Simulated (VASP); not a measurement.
# HfB5 (P6/mmm) in VASP: further runs

The runs below take HfB5 through single point, with PBE.

Everything below comes from runs of VASP 6.6.1. Logs are shortened: lines on timing, memory, paths and dates and some standing lists are left out, and cuts for length are marked.

**1. The cell of the first run**

It takes space group P6/mmm (No. 191, hexagonal). Conventional cell: a = 4.325 Å, b = 4.325 Å, c = 2.945 Å, α = 90.00°, β = 90.00°, γ = 120.00°. Within 3.3 Å of Hf (site symmetry 6/mmm) lie 18 B at 2.50 to 2.62 Å and 2 Hf at 2.95 Å. B (site symmetry -6m2) has 9 B at 1.93 to 2.50 Å and 3 Hf at 2.50 Å within 2.6 Å. B (site symmetry mmm) has 8 B at 1.93 to 2.16 Å within 2.6 Å.

**2. Single point, PBE**

The input, INCAR:

```
SYSTEM = HfB5
ALGO = Normal
EDIFF = 1E-6
ENCUT = 520
GGA = PE
ISIF = 2
ISMEAR = 0
LASPH = .True.
LCHARG = .False.
LREAL = .False.
LWAVE = .False.
NBANDS = 22
NELM = 100
PREC = Accurate
SIGMA = 0.1
```

The input, KPOINTS:

```
k-points
0
Gamma
  6 6 6
  0 0 0
```

The input, POSCAR:

```
HfB5
1.0
    4.3251972114      0.0000000028      0.0000000000
   -2.1625986081      3.7457306601      0.0000000000
    0.0000000000      0.0000000000      2.9451998777
Hf B
1 5
Direct
    0.0000000000      0.0000000000      0.0000000000
    0.3333333333      0.6666666667      0.0000000000
    0.6666666667      0.3333333333      0.0000000000
    0.5000000000      0.0000000000      0.5000000000
    0.5000000000      0.5000000000      0.5000000000
    0.0000000000      0.5000000000      0.5000000000
```

Potentials or basis: VASP PAW PBE potentials, release 64 (Hf_pv, B).

Run with:

```bash
> cat potpaw_PBE.64/Hf_pv/POTCAR potpaw_PBE.64/B/POTCAR > POTCAR
> mpirun -np 1 vasp_std > vasp.out
```

OUTCAR:

```text
SYSTEM = HfB5
   EDIFF = 1E-6
   ENCUT = 520
   GGA = PE
   ISIF = 2
   ISMEAR = 0
   LASPH = .True.
   LREAL = .False.
   NELM = 100
   PREC = Accurate

 ion  position               nearest neighbor table
   1  0.000  0.000  0.000-   2 2.50   3 2.50   3 2.50   2 2.50   3 2.50   2 2.50   4 2.62   4 2.62
                             4 2.62   4 2.62   6 2.62   6 2.62   6 2.62   6 2.62   5 2.62   5 2.62
   2  0.333  0.667  0.000-   6 1.93   6 1.93   4 1.93   4 1.93   5 1.93   5 1.93   1 2.50   1 2.50
                             1 2.50
   3  0.667  0.333  0.000-   6 1.93   6 1.93   4 1.93   4 1.93   5 1.93   5 1.93   1 2.50   1 2.50
                             1 2.50
   4  0.500  0.000  0.500-   2 1.93   3 1.93   2 1.93   3 1.93   5 2.16   5 2.16   6 2.16   6 2.16
                             1 2.62   1 2.62   1 2.62   1 2.62
   5  0.500  0.500  0.500-   2 1.93   3 1.93   2 1.93   3 1.93   6 2.16   6 2.16   4 2.16   4 2.16
                             1 2.62   1 2.62   1 2.62   1 2.62
   6  0.000  0.500  0.500-   2 1.93   3 1.93   2 1.93   3 1.93   5 2.16   5 2.16   4 2.16   4 2.16
                             1 2.62   1 2.62   1 2.62   1 2.62

  LATTYP: Found a hexagonal cell.
 ALAT       =     4.3251972114
 C/A-ratio  =     0.6809400205

  Lattice vectors:

 A1 = (   4.3251972114,   0.0000000028,   0.0000000000)
 A2 = (  -2.1625986081,   3.7457306601,   0.0000000000)
 A3 = (   0.0000000000,   0.0000000000,   2.9451998777)

Analysis of symmetry for initial positions (statically):
=====================================================================
 Subroutine PRICEL returns:
 Original cell was already a primitive cell.

 Routine SETGRP: Setting up the symmetry group for a
 hexagonal supercell.

 Subroutine GETGRP returns: Found 24 space group operations
 (whereof 24 operations were pure point group operations)
 out of a pool of 24 trial point group operations.

The static configuration has the point symmetry D_6h.

Analysis of symmetry for dynamics (positions and initial velocities):
=====================================================================
 Subroutine PRICEL returns:
 Original cell was already a primitive cell.

 Routine SETGRP: Setting up the symmetry group for a
 hexagonal supercell.

 Subroutine GETGRP returns: Found 24 space group operations
 (whereof 24 operations were pure point group operations)
 out of a pool of 24 trial point group operations.

The dynamic configuration has the point symmetry D_6h.

 Subroutine INISYM returns: Found 24 space group operations
 (whereof 24 operations are pure point group operations),
 and found     1 'primitive' translations

----------------------------------------------------------------------------------------

                                     Primitive cell

  volume of cell :      47.7153

  direct lattice vectors                    reciprocal lattice vectors
     4.325197211  0.000000003  0.000000000     0.231203330  0.133485305  0.000000000
    -2.162598608  3.745730660  0.000000000    -0.000000000  0.266970610  0.000000000
     0.000000000  0.000000000  2.945199878     0.000000000  0.000000000  0.339535530

  length of vectors
     4.325197211  4.325197211  2.945199878     0.266970610  0.266970610  0.339535530

  position of ions in fractional coordinates (direct lattice)
     0.000000000  0.000000000  0.000000000
     0.333333333  0.666666667  0.000000000
     0.666666667  0.333333333  0.000000000
     0.500000000  0.000000000  0.500000000
     0.500000000  0.500000000  0.500000000
     0.000000000  0.500000000  0.500000000

  ion indices of the primitive-cell ions
   primitive index   ion index
                 1           1
                 2           2
                 3           3
                 4           4
                 5           5
                 6           6

----------------------------------------------------------------------------------------

 KPOINTS: k-points

Automatic generation of k-mesh.
 Grid dimensions read from file:
 generate k-points for:    6    6    6

 Generating k-lattice:

  Cartesian coordinates                     Fractional coordinates (reciprocal lattice)
     0.038533888  0.022247551  0.000000000     0.166666667  0.000000000  0.000000000
    -0.000000000  0.044495102  0.000000000     0.000000000  0.166666667  0.000000000
     0.000000000  0.000000000  0.056589255     0.000000000  0.000000000  0.166666667

  Length of vectors
     0.044495102  0.044495102  0.056589255

  Shift w.r.t. Gamma in fractional coordinates (k-lattice)
     0.000000000  0.000000000  0.000000000

 Subroutine IBZKPT returns following result:
 ===========================================

 Found     28 irreducible k-points:

 Following reciprocal coordinates:
            Coordinates               Weight
  0.000000  0.000000  0.000000      1.000000
  0.166667  0.000000  0.000000      6.000000
  0.333333  0.000000  0.000000      6.000000
  0.500000  0.000000  0.000000      3.000000
  0.166667  0.166667  0.000000      6.000000
  0.333333  0.166667  0.000000     12.000000
[... 16 lines left out ...]
  0.166667  0.000000  0.500000      6.000000
  0.333333  0.000000  0.500000      6.000000
 [... further k-points ...]
   k-points           NKPTS =     28   k-points in BZ     NKDIM =     28   number of bands    NBANDS=     22
   number of dos      NEDOS =    301   number of ions     NIONS =      6
   total plane-waves  NPLWV =  24576
   dimension x,y,z NGX =    32 NGY =   32 NGZ =   24
   dimension x,y,z NGXF=    64 NGYF=   64 NGZF=   48
   ions per type =               1   5
   NGX,Y,Z   is equivalent  to a cutoff of  12.30, 12.30, 13.55 a.u.
   NGXF,Y,Z  is equivalent  to a cutoff of  24.60, 24.60, 27.09 a.u.
 SYSTEM =  HfB5
   PREC   = accura    normal or accurate (medium, high low for compatibility)
   ISTART =      0    job   : 0-new  1-cont  2-samecut
   ICHARG =      2    charge: 1-file 2-atom 10-const
   ISPIN  =      1    spin polarized calculation?
   LNONCOLLINEAR =      F non collinear calculations
   LSORBIT =      F    spin-orbit coupling
   LASPH  =      T    aspherical Exc in radial PAW
   ENCUT  =  520.0 eV  38.22 Ry    6.18 a.u.   8.04  8.04  5.48*2*pi/ulx,y,z
   NELM   =    100;   NELMIN=  2; NELMDL= -5     # of ELM steps
   EDIFF  = 0.1E-05   stopping-criterion for ELM
   LREAL  =      F    real-space projection
   EDIFFG = 0.1E-04   stopping-criterion for IOM
   NSW    =      0    number of steps for IOM
   IBRION =     -1    ionic relax: 0-MD 1-quasi-New 2-CG
   NFREE  =      0    steps in history (QN), initial steepest desc. (CG)
   ISIF   =      2    stress and relaxation
   ISYM   =      2    0-nonsym 1-usesym 2-fastsym
   POTIM  = 0.5000    time-step for ionic-motion
   TEBEG  =    0.0;   TEEND  =   0.0 temperature during run
   PSTRESS=    0.0 pullay stress
   NELECT =      25.0000    total number of electrons
   NUPDOWN=      -1.0000    fix difference up-down
   EMIN   =  10.00;   EMAX   =-10.00  energy-range for DOS
   EFERMI =   0.00;   METHOD = LEGACY
   ISMEAR =     0;   SIGMA  =   0.10  broadening in eV -4-tet -1-fermi 0-gaus
   EFERMI_NEDOS =   21; number of points for ismear=-14 and -15
   IALGO  =     38    algorithm
   IMIX   =      4    mixing-type and parameters
     AMIX     =   0.40;   BMIX     =  1.00
     AMIX_MAG =   1.60;   BMIX_MAG =  1.00
  volume/ion in A,a.u.               =       7.95        53.67
  Fermi-wavevector in a.u.,A,eV,Ry     =   1.319783  2.494028 23.698986  1.741826
  Thomas-Fermi vector in A             =   2.449656
   LORBIT       =      0    0 simple, 1 ext, 2 COOP (PROOUT), +10 PAW based schemes
   GGA     = PE    functional components
   LHFCALC =     F    Hartree Fock is set to
   AEXX    =    0.0000 exact exchange contribution
   IVDW    =     0    specifies the selected vdW correction
   LEPSILON=     F    determine dielectric tensor
   LRPA    =     F    only Hartree local field effects (RPA)
 non-spin polarized calculation
 Gauss-broadening in eV      SIGMA  =   0.10
  energy-cutoff  :      520.00
  volume of cell :       47.72
 maximum number of plane-waves:      1304
   NGX = 17   NGY = 17   NGZ = 11

 number of electron      25.0000000 magnetization

 Free energy of the ion-electron system (eV)
  ---------------------------------------------------
  ext. energy  EPLUGINS =         0.00000000
  ---------------------------------------------------
  free energy    TOTEN  =       -40.70762698 eV

  energy without entropy =      -40.69712697  energy(sigma->0) =      -40.70237697

 E-fermi :   8.8963     XC(G=0): -12.7560

 val. band max:        8.8740477216   @ k =   0.0000   0.0000   0.1667
 cond. band min:       8.9216479824   @ k =   0.1667   0.0000   0.0000
 fundamental gap:      0.0476002607
 Fermi energy:         8.8962874663

 k-point     1 :       0.0000    0.0000    0.0000
  band No.  band energies     occupation
      1     -21.9909      2.00000
      2     -21.9909      2.00000
      3     -21.4400      2.00000
      4      -7.5234      2.00000
      5      -1.3840      2.00000
      6      -0.0533      2.00000
[... 14 lines left out ...]
     21      14.5722      0.00000
     22      15.7800      0.00000

 k-point     2 :       0.1667    0.0000    0.0000
  band No.  band energies     occupation
      1     -22.0071      2.00000
      2     -21.9950      2.00000
      3     -21.4388      2.00000
      4      -7.2301      2.00000
      5      -2.5763      2.00000
      6       0.0070      2.00000
[... 14 lines left out ...]
     21      14.3204      0.00000
     22      15.9341      0.00000

 k-point     3 :       0.3333    0.0000    0.0000
  band No.  band energies     occupation
      1     -22.0391      2.00000
      2     -22.0033      2.00000
      3     -21.4364      2.00000
      4      -6.4222      2.00000
      5      -3.9585      2.00000
      6       0.1229      2.00000
[... 14 lines left out ...]
     21      15.6437      0.00000
     22      16.3072      0.00000
[... 476 lines left out ...]
 k-point    23 :       0.1667    0.0000    0.5000
  band No.  band energies     occupation
      1     -22.3325      2.00000
      2     -21.8800      2.00000
      3     -21.8704      2.00000
      4      -4.0280      2.00000
      5      -3.5099      2.00000
      6      -0.5401      2.00000
[... 14 lines left out ...]
     21      16.3383      0.00000
     22      16.3632      0.00000

 k-point    24 :       0.3333    0.0000    0.5000
  band No.  band energies     occupation
      1     -22.3280      2.00000
      2     -21.9071      2.00000
      3     -21.8783      2.00000
      4      -3.8098      2.00000
      5      -2.6539      2.00000
      6      -1.4734      2.00000
[... 14 lines left out ...]
     21      16.1955      0.00000
     22      16.5779      0.00000

 [... further k-points ...]
[... 5 lines left out ...]
  --------------------------------------------------------------------------------------
  -------------------------------------------------------------------------------------
  Total       -0.1065263     -0.1065263     -0.1152929     -0.0000000      0.0000000      0.0000000
  in kB       -3.5769267     -3.5769267     -3.8712921     -0.0000000      0.0000000      0.0000000
  external PRESSURE =      -3.6750485 kB  Pullay stress =       0.0000000 kB

 VOLUME and BASIS-vectors are now :
 -----------------------------------------------------------------------------
  energy-cutoff  :      520.00
  volume of cell :       47.72
      direct lattice vectors                 reciprocal lattice vectors
     4.325197211  0.000000003  0.000000000     0.231203330  0.133485305  0.000000000
    -2.162598608  3.745730660  0.000000000    -0.000000000  0.266970610  0.000000000
     0.000000000  0.000000000  2.945199878     0.000000000  0.000000000  0.339535530

 POSITION                                       TOTAL-FORCE (eV/Angst)
 -----------------------------------------------------------------------------------
      0.00000      0.00000      0.00000         0.000000     -0.000000     -0.000000
     -0.00000      2.49715      0.00000        -0.000000     -0.000000     -0.000000
      2.16260      1.24858      0.00000        -0.000000      0.000000      0.000000
      2.16260      0.00000      1.47260         0.000000     -0.000000     -0.000000
      1.08130      1.87287      1.47260         0.000000     -0.000000     -0.000000
     -1.08130      1.87287      1.47260         0.000000     -0.000000     -0.000000
 -----------------------------------------------------------------------------------
    total drift:                                0.000000     -0.000000     -0.000000

  FREE ENERGIE OF THE ION-ELECTRON SYSTEM (eV)
  ---------------------------------------------------
  free  energy   TOTEN  =       -40.7076269805 eV

  energy  without entropy=      -40.6971269651  energy(sigma->0) =      -40.70237697
```

It took 17 s on 1 thread of Intel Xeon 6975P-C, shared host; peak memory 0.18 GiB.

What came out:

* Free energy: -40.7076 eV
* Pressure: -0.4 GPa

Caveat: spin-orbit coupling is left out, which moves the levels of the heavy elements.

**3. Single point, PBE**

This run uses another cell than the first one, of 10.53 Å³/atom, 1.325 times its volume.

The input, INCAR:

```
PREC     = Accurate       # precision mode
ENCUT    = 520            # plane-wave cutoff, eV
EDIFF    = 1E-6           # SCF threshold, eV
ISMEAR   = 0              # smearing method
SIGMA    = 0.1            # smearing width, eV
LREAL    = F              # projectors in reciprocal space
LASPH    = T              # aspherical terms in the spheres
NELM     = 80             # most SCF steps
ALGO     = Normal         # electronic algorithm
ISIF     = 2              # what is computed and relaxed
LWAVE    = F              # write WAVECAR
LCHARG   = T              # write CHGCAR
GGA      = PE             # functional
LELF     = T              # ELF
LVHAR    = T            
NBANDS   = 22             # bands
```

The input, KPOINTS:

```
Automatic mesh
0
Gamma
  6 6 6
```

The input, POSCAR:

```
HfB5
1.0
    4.4742073900      0.0000000000      0.0000000000
   -2.2371037000      3.8747772600      0.0000000000
    0.0000000000      0.0000000000      3.6459228300
Hf B
1 5
Direct
    0.0000000000      0.0000000000      0.0000000000
    0.3333333300      0.6666666700      0.0000000000
    0.6666666700      0.3333333300      0.0000000000
    0.5000000000      0.0000000000      0.5000000000
    0.5000000000      0.5000000000      0.5000000000
    0.0000000000      0.5000000000      0.5000000000
```

Potentials or basis: VASP PAW PBE potentials, release 64 (Hf_pv, B).

Run with:

```bash
> cat potpaw_PBE.64/Hf_pv/POTCAR potpaw_PBE.64/B/POTCAR > POTCAR
> mpirun -np 1 vasp_std > vasp.out
```

OUTCAR:

```text
PREC = Accurate
   ENCUT = 520
   EDIFF = 1E-6
   ISMEAR = 0
   LREAL = F
   LASPH = T
   NELM = 80
   ISIF = 2
   GGA = PE

 ion  position               nearest neighbor table
   1  0.000  0.000  0.000-   2 2.58   3 2.58   3 2.58   2 2.58   3 2.58   2 2.58   5 2.89   5 2.89
                             5 2.89   5 2.89   4 2.89   4 2.89   4 2.89   4 2.89   6 2.89   6 2.89
   2  0.333  0.667  0.000-   1 2.58   1 2.58   1 2.58
   3  0.667  0.333  0.000-   1 2.58   1 2.58   1 2.58
   4  0.500  0.000  0.500-   1 2.89   1 2.89   1 2.89   1 2.89
   5  0.500  0.500  0.500-   1 2.89   1 2.89   1 2.89   1 2.89
   6  0.000  0.500  0.500-   1 2.89   1 2.89   1 2.89   1 2.89
[... 809 lines left out ...]
  Total      -11.1799317    -11.1799317    -20.9039076      0.0000000     -0.0000000      0.0000000
  in kB     -283.3866641   -283.3866639   -529.8680514      0.0000004     -0.0000000      0.0000000
  external PRESSURE =    -365.5471265 kB  Pullay stress =       0.0000000 kB

 VOLUME and BASIS-vectors are now :
 -----------------------------------------------------------------------------
  energy-cutoff  :      520.00
  volume of cell :       63.21
      direct lattice vectors                 reciprocal lattice vectors
     4.474207390  0.000000000  0.000000000     0.223503274  0.129039676  0.000000000
    -2.237103700  3.874777260  0.000000000     0.000000000  0.258079351  0.000000000
     0.000000000  0.000000000  3.645922830     0.000000000  0.000000000  0.274278981

 POSITION                                       TOTAL-FORCE (eV/Angst)
 -----------------------------------------------------------------------------------
      0.00000      0.00000      0.00000        -0.000000      0.000000     -0.000000
     -0.00000      2.58318      0.00000        -0.000000      0.000000     -0.000000
      2.23710      1.29159      0.00000         0.000000     -0.000000      0.000000
      2.23710      0.00000      1.82296        -0.000000      0.000000     -0.000000
      1.11855      1.93739      1.82296        -0.000000      0.000000     -0.000000
     -1.11855      1.93739      1.82296        -0.000000      0.000000     -0.000000
 -----------------------------------------------------------------------------------
    total drift:                               -0.000000      0.000000     -0.000000

  FREE ENERGIE OF THE ION-ELECTRON SYSTEM (eV)
  ---------------------------------------------------
  free  energy   TOTEN  =       -37.2988856718 eV

  energy  without entropy=      -37.2887101899  energy(sigma->0) =      -37.29379793
```

OSZICAR:

```text
N       E                     dE             d eps       ncg     rms          rms(c)
DAV:   1     0.513822498980E+02    0.51382E+02   -0.11699E+04  1232   0.101E+03
DAV:   2    -0.352896990518E+02   -0.86672E+02   -0.82706E+02  1482   0.217E+02
DAV:   3    -0.391729011436E+02   -0.38832E+01   -0.38329E+01  1770   0.330E+01
DAV:   4    -0.392080984731E+02   -0.35197E-01   -0.35159E-01  1648   0.312E+00
DAV:   5    -0.392084093549E+02   -0.31088E-03   -0.31082E-03  1614   0.282E-01    0.345E+01
DAV:   6    -0.373271840466E+02    0.18812E+01   -0.47154E+00  1576   0.866E+00    0.266E+01
DAV:   7    -0.373075900498E+02    0.19594E-01   -0.56949E-01  1614   0.372E+00    0.117E+01
DAV:   8    -0.372999840517E+02    0.76060E-02   -0.59546E-02  1664   0.115E+00    0.682E-01
DAV:   9    -0.372990339351E+02    0.95012E-03   -0.78706E-03  1684   0.359E-01    0.307E-01
DAV:  10    -0.372991355687E+02   -0.10163E-03   -0.26046E-03  1588   0.212E-01    0.132E-01
DAV:  11    -0.372988831014E+02    0.25247E-03   -0.80589E-04  1604   0.115E-01    0.220E-02
DAV:  12    -0.372988858218E+02   -0.27204E-05   -0.35385E-05  1558   0.346E-02    0.395E-02
DAV:  13    -0.372988856718E+02    0.15003E-06   -0.35683E-07  1068   0.356E-03
   1 F= -.37298886E+02 E0= -.37293798E+02  d E =-.101755E-01
```

stdout:

```text
POSCAR found type information on POSCAR HfB
 POSCAR found :  2 types and       6 ions
 scaLAPACK will be used
 LDA part: xc-table for (Slater+PW92), standard interpolation
 POSCAR, INCAR and KPOINTS ok, starting setup
 FFT: planning ... GRIDC
 FFT: planning ... GRID_SOFT
 FFT: planning ... GRID
 WAVECAR not read
 entering main loop
```

It took 32 s on 1 thread of Intel Xeon 6975P-C, shared host; peak memory 0.19 GiB.

Results:

```yaml
Free_energy: -37.2989 eV
Pressure: -36.6 GPa
```

Caveat: spin-orbit coupling is left out, which moves the levels of the heavy elements.

(Continued in part 2 of 2.)
